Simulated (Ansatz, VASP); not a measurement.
# Ni: VASP beside Ansatz

File POSCAR:

```
Ni
1.0
    0.0000000000      1.7217650339      1.7217650339
    1.7217650339      0.0000000000      1.7217650339
    1.7217650339      1.7217650339      0.0000000000
Ni
1
Direct
    0.0000000000      0.0000000000      0.0000000000
```

Contents of INCAR.step1:

```
SYSTEM = Ni
PREC = Accurate ; ENCUT = 520
ISMEAR = 0 ; SIGMA = 0.1
LREAL = .False. ; LASPH = .True.
NELM = 150 ; ISPIN = 2
MAGMOM = 0.9 ; LMAXMIX = 4
NBANDS = 15 ; GGA = PE
ALGO = Normal ; EDIFF = 1E-4
LWAVE = .True. ; LCHARG = .False.
```

Contents of INCAR.step2:

```
SYSTEM = Ni
PREC = Accurate ; ENCUT = 520
EDIFF = 1E-6 ; ISMEAR = 0
SIGMA = 0.1 ; LREAL = .False.
LASPH = .True. ; NELM = 150
ALGO = Normal ; ISIF = 2
LWAVE = .False. ; LCHARG = .False.
ISPIN = 2 ; MAGMOM = 0.9
LORBIT = 11 ; LMAXMIX = 4
METAGGA = R2SCAN ; LMIXTAU = .True.
NBANDS = 15 ; ISTART = 1
```

KPOINTS

```
Automatic mesh
0
Gamma
  20 20 20
  0 0 0
```

Input for Ansatz:

```yaml
crystal:
  lattice:
    - [0.0, 1.7217650339, 1.7217650339]
    - [1.7217650339, 0.0, 1.7217650339]
    - [1.7217650339, 1.7217650339, 0.0]
  atoms:
    - { symbol: Ni, position: [0.0, 0.0, 0.0], spin: 0.9 }
basis:
  ecutwfc: 500
kpoints:
  mp_grid: { grid: [20, 20, 20] }
hamiltonian:
  xc: r2scan
scf:
  occupations: { method: gaussian, width: 0.1 }
output:
  forces: true
  stress: true
  eigenvalues: true
  populations: true
magnetization:
  spin_polarized: true
```

Alike in both runs: task single point; functional r2SCAN; k mesh 20 × 20 × 20; occupations gaussian, width 0.1 eV; collinear spin.

|  | VASP | Ansatz |
| --- | --- | --- |
| version | VASP 6.6.1 | Ansatz 0.2.0 |
| potentials or method | VASP PAW PBE potentials, release 64 (Ni), cutoff 520 eV | scalar-relativistic, plane waves, PAW |
| valence electrons in the cell | 10 | 18 |

VASP gave:

```
gap on the k mesh at the Fermi level (eV)                     : none
pressure (GPa)                                                : 7.4
net moment per atom (μB)                                      : 0.70
size of the moment on the site where the two differ most (μB) : 0.71
```

**Question.** What did Ansatz give for the same quantities?

**Answer.** gap on the k mesh at the Fermi level (eV): none; pressure (GPa): 7.1; net moment per atom (μB): 0.73; size of the moment on the site where the two differ most (μB): 0.79.

VASP's potentials were made for PBE, not for r2SCAN. Site moments also hang on the region over which each program counts them. A gap of «none» marks a metal or a gap that the smearing closes. With one functional, cell and mesh, what is left measures potentials, basis and numerics. VASP's potentials hold 10 valence electrons a cell and Ansatz's 18, so a difference there can come from the potentials and not from the codes. Ansatz's warnings: stability check not made.
